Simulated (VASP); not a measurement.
A run of VASP 6.6.1 is set up as follows.

The input POSCAR:

```
NaScSe2
1.0
   -2.7827593855      2.7827593855      5.7065818255
    2.7827593855     -2.7827593855      5.7065818255
    2.7827593855      2.7827593855     -5.7065818255
Na Se Sc
2 4 2
Direct
    0.7500000000      0.2500000000      0.5000000000
    0.0000000000      0.0000000000      0.0000000000
    0.4833314671     -0.0166685329      0.5000000000
    0.7333314671      0.7333314671      0.0000000000
    0.0166685329      0.5166685329      0.5000000000
    0.2666685329      0.2666685329      0.0000000000
    0.2500000000      0.7500000000      0.5000000000
    0.5000000000      0.5000000000      0.0000000000
```

INCAR.step1

```
SYSTEM = NaScSe2
ALGO = Normal
EDIFF = 1E-4
ENCUT = 520
GGA = PE
ISMEAR = -1
LASPH = .True.
LCHARG = .False.
LREAL = .False.
LWAVE = .True.
NBANDS = 40
NELM = 60
PREC = Accurate
SIGMA = 0.03
```

INCAR.step2

```
SYSTEM = NaScSe2
ALGO = Normal
BPARAM = 11.95
CPARAM = 0.0093
EDIFF = 1E-6
ENCUT = 520
ISIF = 2
ISMEAR = -1
ISTART = 1
IVDW_NL = 2
LASPH = .True.
LCHARG = .False.
LMIXTAU = .True.
LREAL = .False.
LUSE_VDW = .True.
LWAVE = .False.
METAGGA = R2SCAN
NBANDS = 40
NELM = 60
PREC = Accurate
SIGMA = 0.03
```

The input KPOINTS:

```
k-points
0
Gamma
  6 6 6
  0 0 0
```

Potentials or basis: VASP PAW PBE potentials, release 64 (Na_pv, Se, Sc_sv).

The run is started by

```sh
$ cat potpaw_PBE.64/Na_pv/POTCAR potpaw_PBE.64/Se/POTCAR potpaw_PBE.64/Sc_sv/POTCAR > POTCAR
$ cp INCAR.step1 INCAR
$ mpirun -np 1 vasp_std > vasp.out
$ cp INCAR.step2 INCAR
$ mpirun -np 1 vasp_std > vasp.out
```

Q: What does it give for the largest force?

A: 0.035 eV/Å.

Q: Predict the pressure.

A: 0.2 GPa.

Stress tensor (GPa, compression positive):
```
0.17 0.00 0.00
0.00 0.17 0.00
0.00 0.00 0.27
```

Caveat: the PAW data sets were made with another functional, which shifts forces and pressure a little.
